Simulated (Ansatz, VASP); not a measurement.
One calculation of Rb2AlH4, two programs

```
CELL_PARAMETERS angstrom
-1.93943 1.93943 9.47786
1.93943 -1.93943 9.47786
1.93943 1.93943 -9.47786
ATOMIC_POSITIONS crystal
Rb 0.36727 0.36727 0.00000
Rb 0.63273 0.63273 0.00000
Al 0.00000 0.00000 0.00000
H 0.00000 0.50000 0.50000
H 0.08786 0.08786 0.00000
H 0.50000 0.00000 0.50000
H 0.91214 0.91214 0.00000
```

Change from the starting cell: relaxed end of: species swapped into the Rb2CrCl4 type (C2/m, No. 12).

Alike in both runs: functional PBE; k mesh 14 × 14 × 14; occupations gaussian, width 0.1 eV; no spin polarisation.

Ansatz relaxed the structure, and its values are those at the end. VASP's run is a single point on that final structure, the one shown.

|  | VASP | Ansatz |
| --- | --- | --- |
| version | VASP 6.6.1 | Ansatz 0.2.0 |
| potentials or method | VASP PAW PBE potentials, release 64 (Rb_sv, Al, H), cutoff 520 eV | scalar-relativistic, plane waves, PAW |
| valence electrons in the cell | 25 | 25 |

```csv
,VASP,Ansatz,Ansatz less VASP
gap on the k mesh at the Fermi level (eV),none,none,-
pressure (GPa),0.0,0.0,+0.03
```

A gap of «none» marks a metal or a gap that the smearing closes.
